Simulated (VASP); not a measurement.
Here is a VASP 6.6.1 calculation.

INCAR

```
SYSTEM = CO2
PREC = Accurate ; ENCUT = 520
EDIFF = 1E-6 ; ISMEAR = 0
SIGMA = 0.02 ; LREAL = .False.
LASPH = .True. ; NELM = 60
ALGO = Normal ; ISIF = 2
LWAVE = .False. ; LCHARG = .False.
GGA = PE ; IVDW = 12
NBANDS = 44
```

The input KPOINTS:

```
regular mesh
0
Gamma
  4 4 4
  0 0 0
```

POSCAR

```
CO2
1.0
    5.8976406200      0.0000000000      0.0000000000
    0.0000000000      5.8976406200      0.0000000000
    0.0000000000      0.0000000000      5.8976406200
C O
4 8
Direct
    0.0000000000      0.0000000000      0.0000000000
    0.5000000000      0.0000000000      0.5000000000
    0.5000000000      0.5000000000      0.0000000000
    0.0000000000      0.5000000000      0.5000000000
    0.1144860349      0.1144860349      0.1144860349
    0.3855139651      0.8855139651      0.6144860349
    0.6144860349      0.3855139651      0.8855139651
    0.8855139651      0.6144860349      0.3855139651
    0.8855139651      0.8855139651      0.8855139651
    0.6144860349      0.1144860349      0.3855139651
    0.3855139651      0.6144860349      0.1144860349
    0.1144860349      0.3855139651      0.6144860349
```

Potentials or basis: VASP PAW PBE potentials, release 64 (C, O).

Launch:

```bash
$ cat potpaw_PBE.64/C/POTCAR potpaw_PBE.64/O/POTCAR > POTCAR
$ mpirun -np 1 vasp_std > vasp.out
```

**Question.** What does it give for the pressure?

**Answer.** 0.9 GPa.

**Question.** Predict the largest force.

**Answer.** 0.635 eV/Å.

**Question.** What does it give for the dispersion energy per atom?

**Answer.** -0.058 eV.

Forces in eV/Å, atoms in the order of the input:
```
C    0.000  0.000  0.000
C    0.000  0.000  0.000
C    0.000  0.000  0.000
C    0.000  0.000  0.000
O    0.367  0.367  0.367
O   -0.367 -0.367  0.367
O    0.367 -0.367 -0.367
O   -0.367  0.367 -0.367
O   -0.367 -0.367 -0.367
O    0.367  0.367 -0.367
O   -0.367  0.367  0.367
O    0.367 -0.367  0.367
```
